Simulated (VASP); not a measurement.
# Zr2BiP2 (I4/mmm) in VASP: further runs, part 2 of 2

VASP 6.6.1.

**5. Single point, PBE**

This run uses another cell than the first one, of 20.77 Å³/atom.

The input, INCAR:

```
SYSTEM = Zr2BiP2
PREC = Accurate
ENCUT = 500
EDIFF = 1E-6
ISMEAR = 0
SIGMA = 0.1
LREAL = .False.
LASPH = .True.
NELM = 120
ALGO = Normal
ISIF = 2
LWAVE = .False.
LCHARG = .False.
GGA = PE
NBANDS = 32
GGA_COMPAT = .False.
```

The input, KPOINTS:

```
regular mesh
0
Gamma
  10 10 10
  0 0 0
```

The input, POSCAR:

```
Zr2BiP2
1.0
   -2.4759082358      2.4759082358      4.2351254352
    2.4759082358     -2.4759082358      4.2351254352
    2.4759082358      2.4759082358     -4.2351254352
Zr Bi P
2 1 2
Direct
    0.2500000000      0.7500000000      0.5000000000
    0.7500000000      0.2500000000      0.5000000000
    0.0000000000      0.0000000000      0.0000000000
    0.6333114708      0.6333114708      0.0000000000
    0.3666885292      0.3666885292      0.0000000000
```

Potentials or basis: VASP PAW PBE potentials, release 64 (Zr_sv, Bi_d, P).

Command:

```console
$ cat potpaw_PBE.64/Zr_sv/POTCAR potpaw_PBE.64/Bi_d/POTCAR potpaw_PBE.64/P/POTCAR > POTCAR
$ mpirun -np 1 vasp_std > vasp.out
```

OUTCAR:

```text
SYSTEM = Zr2BiP2
   PREC = Accurate
   ENCUT = 500
   EDIFF = 1E-6
   ISMEAR = 0
   LREAL = .False.
   LASPH = .True.
   NELM = 120
   ISIF = 2
   GGA = PE

 ion  position               nearest neighbor table
   1  0.250  0.750  0.500-   5 2.67   4 2.67   5 2.67   4 2.67   3 3.26   3 3.26   3 3.26   3 3.26
                             2 3.50   2 3.50   2 3.50   2 3.50
   2  0.750  0.250  0.500-   5 2.67   4 2.67   5 2.67   4 2.67   3 3.26   3 3.26   3 3.26   3 3.26
                             1 3.50   1 3.50   1 3.50   1 3.50
   3  0.000  0.000  0.000-   4 3.11   5 3.11   2 3.26   1 3.26   2 3.26   1 3.26   1 3.26   2 3.26
                             1 3.26   2 3.26
   4  0.633  0.633  0.000-   5 2.26   2 2.67   1 2.67   1 2.67   2 2.67   3 3.11
   5  0.367  0.367  0.000-   4 2.26   2 2.67   1 2.67   1 2.67   2 2.67   3 3.11

  LATTYP: Found a body centered tetragonal cell.
 ALAT       =     4.9518164716
 C/A-ratio  =     1.7105340876

  Lattice vectors:

 A1 = (  -2.4759082358,   2.4759082358,   4.2351254352)
 A2 = (   2.4759082358,  -2.4759082358,   4.2351254352)
 A3 = (   2.4759082358,   2.4759082358,  -4.2351254352)

Analysis of symmetry for initial positions (statically):
=====================================================================
[... 183 lines left out ...]
 Fermi energy:         9.2078200998

 k-point     1 :       0.0000    0.0000    0.0000
  band No.  band energies     occupation
      1     -40.0984      2.00000
      2     -40.0638      2.00000
      3     -18.2448      2.00000
      4     -18.2206      2.00000
      5     -18.2190      2.00000
      6     -18.2190      2.00000
[... 829 lines left out ...]
     31      12.2707      0.00000
     32      12.5487      0.00000

 [... further k-points ...]

------------------------ aborting loop because EDIFF is reached ----------------------------------------

  FORCE on cell =-STRESS in cart. coord.  units (eV):
  Direction    XX          YY          ZZ          XY          YZ          ZX
  --------------------------------------------------------------------------------------
  -------------------------------------------------------------------------------------
  Total        0.0268769      0.0268769     -0.0540030      0.0000000      0.0000000      0.0000000
  in kB        0.4146625      0.4146625     -0.8331697      0.0000000      0.0000000      0.0000000
  external PRESSURE =      -0.0012816 kB  Pullay stress =       0.0000000 kB

 VOLUME and BASIS-vectors are now :
 -----------------------------------------------------------------------------
  energy-cutoff  :      500.00
  volume of cell :      103.85
      direct lattice vectors                 reciprocal lattice vectors
    -2.475908236  2.475908236  4.235125435     0.000000000  0.201946095  0.118060258
     2.475908236 -2.475908236  4.235125435     0.201946095  0.000000000  0.118060258
     2.475908236  2.475908236 -4.235125435     0.201946095  0.201946095  0.000000000

 POSITION                                       TOTAL-FORCE (eV/Angst)
 -----------------------------------------------------------------------------------
      2.47591      0.00000      2.11756         0.000000      0.000000     -0.000000
      0.00000      2.47591      2.11756         0.000000      0.000000     -0.000000
      0.00000      0.00000      0.00000         0.000000      0.000000     -0.000000
      0.00000      0.00000      5.36431        -0.000000     -0.000000     -0.033969
      0.00000      0.00000      3.10594        -0.000000     -0.000000      0.033969
 -----------------------------------------------------------------------------------
    total drift:                               -0.000000     -0.000000     -0.000000

  FREE ENERGIE OF THE ION-ELECTRON SYSTEM (eV)
  ---------------------------------------------------
  free  energy   TOTEN  =       -35.7188235305 eV

  energy  without entropy=      -35.7025517767  energy(sigma->0) =      -35.71068765
```

Wall time 7.3 min (1 thread of Oxide Virtual Turin-like, shared host); peak memory 0.41 GiB.

What came out:

```yaml
Free_energy: -35.7188 eV
Pressure: 0.0 GPa
Largest_force: 0.034 eV/Å
Band_gap_on_the_k_mesh: zero (an odd number of electrons rules out a gap without spin polarisation)
```

Forces in eV/Å, atoms in the order of the input:
```
Zr   0.000  0.000  0.000
Zr   0.000  0.000  0.000
Bi   0.000  0.000  0.000
P    0.000  0.000 -0.034
P    0.000  0.000  0.034
```

Levels at points of the mesh, in eV from the Fermi level:
```tsv
k point	band 20	band 21	band 22	band 23	band 24	band 25	band 26	band 27	band 28	band 29
(0.00, 0.00, 0.00)	-2.89	-1.94	-1.94	-1.77	-0.20	-0.20	0.98	1.65	1.88	1.88
(0.50, 0.00, 0.00)	-3.55	-2.59	-2.28	-1.59	-0.80	-0.23	-0.04	0.87	2.36	2.49
(0.50, 0.50, 0.00)	-3.45	-3.28	-2.33	-2.01	-1.48	1.20	1.21	1.69	1.79	1.82
(0.50, 0.50, 0.50)	-2.15	-2.15	-1.56	-1.31	-0.89	-0.89	-0.65	0.83	1.81	3.10
```

Caveat: spin-orbit coupling is left out, which moves the levels of the heavy elements.

**6. Relaxation of cell and atoms, PBE**

This run uses another cell than the first one, of 20.76 Å³/atom.

The input, INCAR:

```
SYSTEM = Zr2BiP2
  PREC = Accurate
  ENCUT = 500
  EDIFF = 1E-7
  ISMEAR = 0
  SIGMA = 0.1
  LREAL = .FALSE.
  LASPH = .TRUE.
  NELM = 120
  ALGO = Normal
  ISIF = 3
  LWAVE = .FALSE.
  LCHARG = .FALSE.
  GGA = PE
  IBRION = 2
  NSW = 100
  EDIFFG = -0.01
  GGA_COMPAT = .FALSE.
  NELMIN = 4
```

The input, KPOINTS:

```
regular mesh
0
G
  10 10 10
  0 0 0
```

The input, POSCAR:

```
Zr2BiP2
1.0
   -2.4754804074      2.4754804074      4.2344586715
    2.4754804074     -2.4754804074      4.2344586715
    2.4754804074      2.4754804074     -4.2344586715
Zr Bi P
2 1 2
Direct
    0.2500000000      0.7500000000      0.5000000000
    0.7500000000      0.2500000000      0.5000000000
    0.0000000000      0.0000000000      0.0000000000
    0.6329338547      0.6329338547      0.0000000000
    0.3670661453      0.3670661453      0.0000000000
```

Potentials or basis: VASP PAW PBE potentials, release 64 (Zr_sv, Bi_d, P).

Command:

```console
$ cat potpaw_PBE.64/Zr_sv/POTCAR potpaw_PBE.64/Bi_d/POTCAR potpaw_PBE.64/P/POTCAR > POTCAR
$ mpirun -np 1 vasp_std > vasp.out
```

Run time: 7 min. Hardware: 1 thread of Oxide Virtual Turin-like, shared host; peak memory 0.41 GiB.

It converged, with:

```
Free energy                           : -35.7189 eV
Relaxed volume                        : 20.77 Å³/atom
Relaxed cell                          : a = 5.495 Å, b = 5.495 Å, c = 5.495 Å, α = 126.44°, β = 126.44°, γ = 79.17°
Space group after relaxing (to 0.1 Å) : I4/mmm (No. 139)
Energy gained by relaxing             : 0.0 meV/atom
Ionic steps                           : 2
Pressure after relaxing               : 0.0 GPa
Largest force after relaxing          : 0.005 eV/Å
Band gap on the k mesh                : zero (an odd number of electrons rules out a gap without spin polarisation)
```

Forces in eV/Å, atoms in the order of the input:
```
Zr   0.000  0.000  0.000
Zr   0.000  0.000  0.000
Bi   0.000  0.000  0.000
P    0.000  0.000  0.005
P    0.000  0.000 -0.005
```

Final structure:
```cif
data_structure
_symmetry_space_group_name_H-M 'P 1'
_symmetry_Int_Tables_number 1
_cell_length_a 5.4954
_cell_length_b 5.4954
_cell_length_c 5.4954
_cell_angle_alpha 126.438
_cell_angle_beta 126.438
_cell_angle_gamma 79.169
_cell_volume 103.87
loop_
_atom_site_label
_atom_site_type_symbol
_atom_site_fract_x
_atom_site_fract_y
_atom_site_fract_z
_atom_site_occupancy
Zr1 Zr 0.25000 0.75000 0.50000 1
Zr2 Zr 0.75000 0.25000 0.50000 1
Bi1 Bi 0.00000 0.00000 0.00000 1
P1 P 0.63304 0.63304 0.00000 1
P2 P 0.36696 0.36696 0.00000 1
```

Levels at points of the mesh, in eV from the Fermi level:
```tsv
k point	band 21	band 22	band 23	band 24	band 25	band 26	band 27	band 28
(0.00, 0.00, 0.00)	-1.94	-1.94	-1.77	-0.19	-0.19	0.97	1.65	1.88
(0.50, 0.00, 0.00)	-2.59	-2.27	-1.59	-0.80	-0.23	-0.04	0.87	2.36
(0.50, 0.50, 0.00)	-3.28	-2.32	-2.01	-1.47	1.20	1.21	1.69	1.78
(0.50, 0.50, 0.50)	-2.15	-1.56	-1.31	-0.89	-0.89	-0.66	0.83	1.81
```

Caveat: spin-orbit coupling is left out, which moves the levels of the heavy elements.

**7. The runs side by side**

```tsv
task	cell	k mesh	gap on the mesh (eV)	pressure (GPa)	relaxed volume (Å³/atom)	largest force (eV/Å)
single point	a = 6.228 Å, angles 140.8, 140.8, 56.6°, 5 atoms, atomic positions A	6 × 6 × 6	none	20.4	-	2.06
single point	a = 5.494 Å, angles 126.4, 126.4, 79.2°, 5 atoms, atomic positions B	6 × 6 × 6	none	0.0	-	0.03
relaxation of cell and atoms	relaxed from a = 6.228 Å, angles 140.8, 140.8, 56.6°, 5 atoms, atomic positions A	6 × 6 × 6	none	-0.1	20.76	-
single point	a = 5.495 Å, angles 126.4, 126.4, 79.2°, 5 atoms, atomic positions C	10 × 10 × 10	none	0.0	-	0.03
relaxation of cell and atoms	relaxed from a = 5.494 Å, angles 126.4, 126.4, 79.2°, 5 atoms, atomic positions B	10 × 10 × 10	none	0.0	20.77	0.01
```

Alike in all rows: level PBE; potentials or basis VASP PAW PBE potentials, release 64 (Zr_sv, Bi_d, P); no spin polarisation; cutoff (eV) 500; smearing gaussian 0.1 eV.

Caveats: spin-orbit coupling is left out, which moves the levels of the heavy elements; the stress differs along the axes, from 5 to 28 GPa (at least some runs); forces of over 1 eV/Å act on the atoms, so gaps and moduli don't describe the material at rest (at least some runs).

Absolute energies hang on the potentials; compare differences alone.
